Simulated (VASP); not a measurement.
# TiO2 (P4_2/mnm) in VASP: further runs

Runs on TiO2. Level: PBE. Tasks: single point.

All numbers are computed with VASP 6.6.1; they aren't measurements. Logs are shortened: lines on timing, memory, paths and dates and some standing lists are left out, and cuts for length are marked.

## (1) The cell of the first run

It takes space group P4_2/mnm (No. 136, tetragonal). Conventional cell: a = 4.561 Å, b = 4.561 Å, c = 2.581 Å, α = 90.00°, β = 90.00°, γ = 90.00°. Within 2.4 Å of Ti (site symmetry mmm) lie 6 O at 1.80 to 1.97 Å. Within 2.4 Å of O (site symmetry m2m) lie 3 Ti at 1.80 to 1.97 Å.

## (2) Single point, PBE (8.95 Å³/atom)

The input, INCAR:

```
SYSTEM = TiO2
  ALGO = Normal
  EDIFF = 1E-6
  ENCUT = 520
  GGA = PE
  ISIF = 2
  ISMEAR = 0
  LASPH = .True.
  LCHARG = .False.
  LREAL = .False.
  LWAVE = .False.
  NBANDS = 33
  NELM = 80
  PREC = Accurate
  SIGMA = 0.05
```

The input, KPOINTS:

```
k-points
0
Gamma
  8 8 10
  0 0 0
```

The input, POSCAR:

```
TiO2
1.0
    4.5609493378      0.0000000000      0.0000000000
    0.0000000000      4.5609493378      0.0000000000
    0.0000000000      0.0000000000      2.5805851353
Ti O
2 4
Direct
    0.0000000000      0.0000000000      0.0000000000
    0.5000000000      0.5000000000      0.5000000000
    0.3050970583      0.3050970583      0.0000000000
    0.1949029417      0.8050970583      0.5000000000
    0.6949029417      0.6949029417      0.0000000000
    0.8050970583      0.1949029417      0.5000000000
```

Potentials or basis: VASP PAW PBE potentials, release 64 (Ti_sv, O).

On the command line:

```console
$ cat potpaw_PBE.64/Ti_sv/POTCAR potpaw_PBE.64/O/POTCAR > POTCAR
$ mpirun -np 1 vasp_std > vasp.out
```

OUTCAR:

```text
SYSTEM = TiO2
   EDIFF = 1E-6
   ENCUT = 520
   GGA = PE
   ISIF = 2
   ISMEAR = 0
   LASPH = .True.
   LREAL = .False.
   NELM = 80
   PREC = Accurate

 ion  position               nearest neighbor table
   1  0.000  0.000  0.000-   4 1.80   6 1.80   4 1.80   6 1.80   5 1.97   3 1.97
   2  0.500  0.500  0.500-   3 1.80   5 1.80   3 1.80   5 1.80   4 1.97   6 1.97
   3  0.305  0.305  0.000-   2 1.80   2 1.80   1 1.97
   4  0.195  0.805  0.500-   1 1.80   1 1.80   2 1.97
   5  0.695  0.695  0.000-   2 1.80   2 1.80   1 1.97
   6  0.805  0.195  0.500-   1 1.80   1 1.80   2 1.97

  LATTYP: Found a simple tetragonal cell.
 ALAT       =     4.5609493378
 C/A-ratio  =     0.5658000000

  Lattice vectors:

 A1 = (   4.5609493378,   0.0000000000,   0.0000000000)
 A2 = (   0.0000000000,   4.5609493378,   0.0000000000)
 A3 = (   0.0000000000,   0.0000000000,   2.5805851353)

Analysis of symmetry for initial positions (statically):
=====================================================================
 Subroutine PRICEL returns:
 Original cell was already a primitive cell.

 Routine SETGRP: Setting up the symmetry group for a
 simple tetragonal supercell.

 Subroutine GETGRP returns: Found 16 space group operations
 (whereof  8 operations were pure point group operations)
 out of a pool of 16 trial point group operations.

The static configuration has the point symmetry D_2h.
 The point group associated with its full space group is D_4h.

Analysis of symmetry for dynamics (positions and initial velocities):
=====================================================================
 Subroutine PRICEL returns:
 Original cell was already a primitive cell.

 Routine SETGRP: Setting up the symmetry group for a
 simple tetragonal supercell.

 Subroutine GETGRP returns: Found 16 space group operations
 (whereof  8 operations were pure point group operations)
 out of a pool of 16 trial point group operations.

The dynamic configuration has the point symmetry D_2h.
 The point group associated with its full space group is D_4h.

 Subroutine INISYM returns: Found 16 space group operations
 (whereof  8 operations are pure point group operations),
 and found     1 'primitive' translations

----------------------------------------------------------------------------------------

                                     Primitive cell

  volume of cell :      53.6820

  direct lattice vectors                    reciprocal lattice vectors
     4.560949338  0.000000000  0.000000000     0.219252600  0.000000000  0.000000000
     0.000000000  4.560949338  0.000000000     0.000000000  0.219252600  0.000000000
     0.000000000  0.000000000  2.580585135     0.000000000  0.000000000  0.387509013

  length of vectors
     4.560949338  4.560949338  2.580585135     0.219252600  0.219252600  0.387509013

  position of ions in fractional coordinates (direct lattice)
     0.000000000  0.000000000  0.000000000
     0.500000000  0.500000000  0.500000000
     0.305097058  0.305097058  0.000000000
     0.194902942  0.805097058  0.500000000
     0.694902942  0.694902942  0.000000000
     0.805097058  0.194902942  0.500000000

  ion indices of the primitive-cell ions
   primitive index   ion index
                 1           1
                 2           2
                 3           3
                 4           4
                 5           5
                 6           6

----------------------------------------------------------------------------------------

 KPOINTS: k-points

Automatic generation of k-mesh.
 Grid dimensions read from file:
 generate k-points for:    8    8   10

 Generating k-lattice:

  Cartesian coordinates                     Fractional coordinates (reciprocal lattice)
     0.027406575  0.000000000  0.000000000     0.125000000  0.000000000  0.000000000
     0.000000000  0.027406575  0.000000000     0.000000000  0.125000000  0.000000000
     0.000000000  0.000000000  0.038750901     0.000000000  0.000000000  0.100000000

  Length of vectors
     0.027406575  0.027406575  0.038750901

  Shift w.r.t. Gamma in fractional coordinates (k-lattice)
     0.000000000  0.000000000  0.000000000

 Subroutine IBZKPT returns following result:
 ===========================================

 Found     90 irreducible k-points:

 Following reciprocal coordinates:
            Coordinates               Weight
  0.000000  0.000000  0.000000      1.000000
  0.125000  0.000000  0.000000      4.000000
  0.250000  0.000000  0.000000      4.000000
  0.375000  0.000000  0.000000      4.000000
  0.500000  0.000000  0.000000      2.000000
  0.125000  0.125000  0.000000      4.000000
[... 16 lines left out ...]
  0.375000  0.125000  0.100000     16.000000
  0.500000  0.125000  0.100000      8.000000
 [... further k-points ...]
   k-points           NKPTS =     90   k-points in BZ     NKDIM =     90   number of bands    NBANDS=     33
   number of dos      NEDOS =    301   number of ions     NIONS =      6
   total plane-waves  NPLWV =  25920
   dimension x,y,z NGX =    36 NGY =   36 NGZ =   20
   dimension x,y,z NGXF=    72 NGYF=   72 NGZF=   40
   ions per type =               2   4
   NGX,Y,Z   is equivalent  to a cutoff of  13.12, 13.12, 12.88 a.u.
   NGXF,Y,Z  is equivalent  to a cutoff of  26.24, 26.24, 25.77 a.u.
 SYSTEM =  TiO2
   PREC   = accura    normal or accurate (medium, high low for compatibility)
   ISTART =      0    job   : 0-new  1-cont  2-samecut
   ICHARG =      2    charge: 1-file 2-atom 10-const
   ISPIN  =      1    spin polarized calculation?
   LNONCOLLINEAR =      F non collinear calculations
   LSORBIT =      F    spin-orbit coupling
   LASPH  =      T    aspherical Exc in radial PAW
   ENCUT  =  520.0 eV  38.22 Ry    6.18 a.u.   8.48  8.48  4.80*2*pi/ulx,y,z
   NELM   =     80;   NELMIN=  2; NELMDL= -5     # of ELM steps
   EDIFF  = 0.1E-05   stopping-criterion for ELM
   LREAL  =      F    real-space projection
   EDIFFG = 0.1E-04   stopping-criterion for IOM
   NSW    =      0    number of steps for IOM
   IBRION =     -1    ionic relax: 0-MD 1-quasi-New 2-CG
   NFREE  =      0    steps in history (QN), initial steepest desc. (CG)
   ISIF   =      2    stress and relaxation
   ISYM   =      2    0-nonsym 1-usesym 2-fastsym
   POTIM  = 0.5000    time-step for ionic-motion
   TEBEG  =    0.0;   TEEND  =   0.0 temperature during run
   PSTRESS=    0.0 pullay stress
   NELECT =      48.0000    total number of electrons
   NUPDOWN=      -1.0000    fix difference up-down
   EMIN   =  10.00;   EMAX   =-10.00  energy-range for DOS
   EFERMI =   0.00;   METHOD = LEGACY
   ISMEAR =     0;   SIGMA  =   0.05  broadening in eV -4-tet -1-fermi 0-gaus
   EFERMI_NEDOS =   21; number of points for ismear=-14 and -15
   IALGO  =     38    algorithm
   IMIX   =      4    mixing-type and parameters
     AMIX     =   0.40;   BMIX     =  1.00
     AMIX_MAG =   1.60;   BMIX_MAG =  1.00
  volume/ion in A,a.u.               =       8.95        60.38
  Fermi-wavevector in a.u.,A,eV,Ry     =   1.577172  2.980423 33.844098  2.487471
  Thomas-Fermi vector in A             =   2.677894
   LORBIT       =      0    0 simple, 1 ext, 2 COOP (PROOUT), +10 PAW based schemes
   GGA     = PE    functional components
   LHFCALC =     F    Hartree Fock is set to
   AEXX    =    0.0000 exact exchange contribution
   IVDW    =     0    specifies the selected vdW correction
   LEPSILON=     F    determine dielectric tensor
   LRPA    =     F    only Hartree local field effects (RPA)
 non-spin polarized calculation
 Gauss-broadening in eV      SIGMA  =   0.05
  energy-cutoff  :      520.00
  volume of cell :       53.68
 maximum number of plane-waves:      1464
 NGX is ok and might be reduce to    36
   NGX = 17   NGY = 17   NGZ =  9

 number of electron      48.0000034 magnetization

 Free energy of the ion-electron system (eV)
  ---------------------------------------------------
  ext. energy  EPLUGINS =         0.00000000
  ---------------------------------------------------
  free energy    TOTEN  =       -50.87044115 eV

  energy without entropy =      -50.87044115  energy(sigma->0) =      -50.87044115

 E-fermi :   6.3682     XC(G=0): -12.1787

 val. band max:        6.1470236957   @ k =   0.0000   0.0000   0.0000
 cond. band min:       8.2611865642   @ k =   0.5000   0.5000   0.0000
 fundamental gap:      2.1141628685
 Fermi energy:         6.3681987236

 k-point     1 :       0.0000    0.0000    0.0000
  band No.  band energies     occupation
      1     -49.8484      2.00000
      2     -49.8189      2.00000
      3     -26.4248      2.00000
      4     -26.4248      2.00000
      5     -26.0185      2.00000
      6     -26.0185      2.00000
[... 25 lines left out ...]
     32      14.8115      0.00000
     33      14.8752      0.00000

 k-point     2 :       0.1250    0.0000    0.0000
  band No.  band energies     occupation
      1     -49.8473      2.00000
      2     -49.8200      2.00000
      3     -26.4187      2.00000
      4     -26.4181      2.00000
      5     -26.0266      2.00000
      6     -26.0260      2.00000
[... 25 lines left out ...]
     32      14.7710      0.00000
     33      14.9577      0.00000

 k-point     3 :       0.2500    0.0000    0.0000
  band No.  band energies     occupation
      1     -49.8440      2.00000
      2     -49.8232      2.00000
      3     -26.4025      2.00000
      4     -26.4009      2.00000
      5     -26.0472      2.00000
      6     -26.0454      2.00000
[... 25 lines left out ...]
     32      14.6557      0.00000
     33      14.7290      0.00000

 k-point     4 :       0.3750    0.0000    0.0000
  band No.  band energies     occupation
      1     -49.8392      2.00000
      2     -49.8279      2.00000
      3     -26.3838      2.00000
      4     -26.3821      2.00000
      5     -26.0693      2.00000
      6     -26.0674      2.00000
[... 673 lines left out ...]
     32      14.0897      0.00000
     33      14.6085      0.00000

 k-point    23 :       0.3750    0.1250    0.1000
  band No.  band energies     occupation
      1     -49.8207      2.00000
      2     -49.8108      2.00000
      3     -26.3696      2.00000
      4     -26.3382      2.00000
      5     -26.0706      2.00000
      6     -26.0341      2.00000
[... 25 lines left out ...]
     32      13.7886      0.00000
     33      14.4649      0.00000

 k-point    24 :       0.5000    0.1250    0.1000
  band No.  band energies     occupation
      1     -49.8157      2.00000
      2     -49.8157      2.00000
      3     -26.3497      2.00000
      4     -26.3497      2.00000
      5     -26.0582      2.00000
      6     -26.0582      2.00000
[... 25 lines left out ...]
     32      13.3411      0.00000
     33      14.4596      0.00000

 [... further k-points ...]

------------------------ aborting loop because EDIFF is reached ----------------------------------------

  FORCE on cell =-STRESS in cart. coord.  units (eV):
  Direction    XX          YY          ZZ          XY          YZ          ZX
  --------------------------------------------------------------------------------------
  -------------------------------------------------------------------------------------
  Total       15.4018150     15.4018150     39.4874390      0.0000000      0.0000000      0.0000000
  in kB      459.6780841    459.6780841   1178.5305999      0.0000000      0.0000000      0.0000000
  external PRESSURE =     699.2955894 kB  Pullay stress =       0.0000000 kB

 VOLUME and BASIS-vectors are now :
 -----------------------------------------------------------------------------
  energy-cutoff  :      520.00
  volume of cell :       53.68
      direct lattice vectors                 reciprocal lattice vectors
     4.560949338  0.000000000  0.000000000     0.219252600  0.000000000  0.000000000
     0.000000000  4.560949338  0.000000000     0.000000000  0.219252600  0.000000000
     0.000000000  0.000000000  2.580585135     0.000000000  0.000000000  0.387509013

 POSITION                                       TOTAL-FORCE (eV/Angst)
 -----------------------------------------------------------------------------------
      0.00000      0.00000      0.00000         0.000000     -0.000000      0.000000
      2.28047      2.28047      1.29029         0.000000     -0.000000      0.000000
      1.39153      1.39153      0.00000        -1.708860     -1.708860     -0.000000
      0.88894      3.67201      1.29029         1.708860     -1.708860     -0.000000
      3.16942      3.16942      0.00000         1.708860      1.708860      0.000000
      3.67201      0.88894      1.29029        -1.708860      1.708860      0.000000
 -----------------------------------------------------------------------------------
    total drift:                               -0.000000      0.000000     -0.000000

  FREE ENERGIE OF THE ION-ELECTRON SYSTEM (eV)
  ---------------------------------------------------
  free  energy   TOTEN  =       -50.8704411471 eV

  energy  without entropy=      -50.8704411471  energy(sigma->0) =      -50.87044115
```

Wall time 85 s (1 thread of AMD EPYC 9R45 (Zen 5), shared host); peak memory 0.22 GiB.

What came out:

```
Free energy            : -50.8704 eV
Pressure               : 69.9 GPa
Largest force          : 2.417 eV/Å
Band gap on the k mesh : 2.11 eV
```

Forces in eV/Å, atoms in the order of the input:
```
Ti   0.000  0.000  0.000
Ti   0.000  0.000  0.000
O   -1.709 -1.709  0.000
O    1.709 -1.709  0.000
O    1.709  1.709  0.000
O   -1.709  1.709  0.000
```

Stress tensor (GPa, compression positive):
```
 45.97   0.00   0.00
  0.00  45.97   0.00
  0.00   0.00 117.85
```

Levels at points of the mesh, in eV from the valence-band top:
| k point | band 20 | band 21 | band 22 | band 23 | band 24 | band 25 | band 26 | band 27 | band 28 | band 29 |
| --- | --- | --- | --- | --- | --- | --- | --- | --- | --- | --- |
| (0.00, 0.00, 0.00) | -0.94 | -0.49 | -0.49 | -0.38 | 0.00 | 2.12 | 2.34 | 3.81 | 3.85 | 3.85 |
| (0.50, 0.00, 0.00) | -3.18 | -0.92 | -0.92 | -0.71 | -0.71 | 3.01 | 3.01 | 4.29 | 4.29 | 5.03 |
| (0.50, 0.50, 0.00) | -2.91 | -1.11 | -1.11 | -0.44 | -0.44 | 2.11 | 2.11 | 3.86 | 3.86 | 5.37 |
| (0.00, 0.00, 0.50) | -3.24 | -2.34 | -2.34 | -1.53 | -1.53 | 3.70 | 3.70 | 4.47 | 4.47 | 5.49 |
| (0.50, 0.00, 0.50) | -2.44 | -2.04 | -2.04 | -1.11 | -1.11 | 2.47 | 2.47 | 4.84 | 4.84 | 5.42 |
| (0.50, 0.50, 0.50) | -3.32 | -1.32 | -1.32 | -0.76 | -0.76 | 3.33 | 3.33 | 3.93 | 3.93 | 5.50 |

Caveat: the cell stands under pressure; forces of over 1 eV/Å act on the atoms, so gaps and moduli don't describe the material at rest.

## (3) Single point, PBE (8.95 Å³/atom)

The input, INCAR:

```
SYSTEM = TiO2
PREC     = Accurate       ! precision mode
ENCUT    = 520            ! plane-wave cutoff, eV
EDIFF    = 1E-6           ! SCF threshold, eV
ISMEAR   = 0              ! smearing method
SIGMA    = 0.05           ! smearing width, eV
LREAL    = .FALSE.        ! projectors in reciprocal space
LASPH    = .TRUE.         ! aspherical terms in the spheres
NELM     = 100            ! most SCF steps
ALGO     = Normal         ! electronic algorithm
ISIF     = 2              ! what is computed and relaxed
LWAVE    = .FALSE.        ! write WAVECAR
LCHARG   = .FALSE.        ! write CHGCAR
GGA      = PE             ! functional
NBANDS   = 33             ! bands
```

The input, KPOINTS:

```
regular mesh
0
G
  8 8 10
  0 0 0
```

POSCAR: that of step 2 with these lines changed.

```diff
@@ -2,5 +2,5 @@
 1.0
-    4.5609493378      0.0000000000      0.0000000000
-    0.0000000000      4.5609493378      0.0000000000
-    0.0000000000      0.0000000000      2.5805851353
+    4.3229269903      0.0000000000      0.0000000000
+    0.0000000000      4.3229269903      0.0000000000
+    0.0000000000      0.0000000000      2.8725849850
 Ti O
```

Potentials or basis: VASP PAW PBE potentials, release 64 (Ti_sv, O).

On the command line:

```console
$ cat potpaw_PBE.64/Ti_sv/POTCAR potpaw_PBE.64/O/POTCAR > POTCAR
$ mpirun -np 1 vasp_std > vasp.out
```

Run time: 76 s. Hardware: 1 thread of AMD EPYC 9R45 (Zen 5), shared host; peak memory 0.22 GiB.

The run converged. Its results:

```yaml
Free_energy: -52.1132 eV
Pressure: 55.6 GPa
Largest_force: 0.759 eV/Å
Band_gap_on_the_k_mesh: 2.19 eV (least direct gap 2.20 eV)
```

Forces in eV/Å, atoms in the order of the input:
```
Ti   0.000  0.000  0.000
Ti   0.000  0.000  0.000
O   -0.537 -0.537  0.000
O    0.537 -0.537  0.000
O    0.537  0.537  0.000
O   -0.537  0.537  0.000
```

Stress tensor (GPa, compression positive):
```
55.33  0.00  0.00
 0.00 55.33  0.00
 0.00  0.00 56.23
```

Levels at points of the mesh, in eV from the valence-band top:
| k point | band 21 | band 22 | band 23 | band 24 | band 25 | band 26 | band 27 | band 28 |
| --- | --- | --- | --- | --- | --- | --- | --- | --- |
| (0.00, 0.00, 0.00) | -0.78 | -0.42 | -0.42 | 0.00 | 2.20 | 2.70 | 2.75 | 2.87 |
| (0.50, 0.00, 0.00) | -1.99 | -1.99 | -0.92 | -0.92 | 3.13 | 3.13 | 3.62 | 3.62 |
| (0.50, 0.50, 0.00) | -1.50 | -1.50 | -0.98 | -0.98 | 2.33 | 2.33 | 2.90 | 2.90 |
| (0.00, 0.00, 0.50) | -2.74 | -2.74 | -1.49 | -1.49 | 3.56 | 3.56 | 3.60 | 3.60 |
| (0.50, 0.00, 0.50) | -2.36 | -2.36 | -1.26 | -1.26 | 2.20 | 2.20 | 3.62 | 3.62 |
| (0.50, 0.50, 0.50) | -1.63 | -1.63 | -0.65 | -0.65 | 3.04 | 3.04 | 3.64 | 3.64 |

Caveat: the cell stands under pressure.
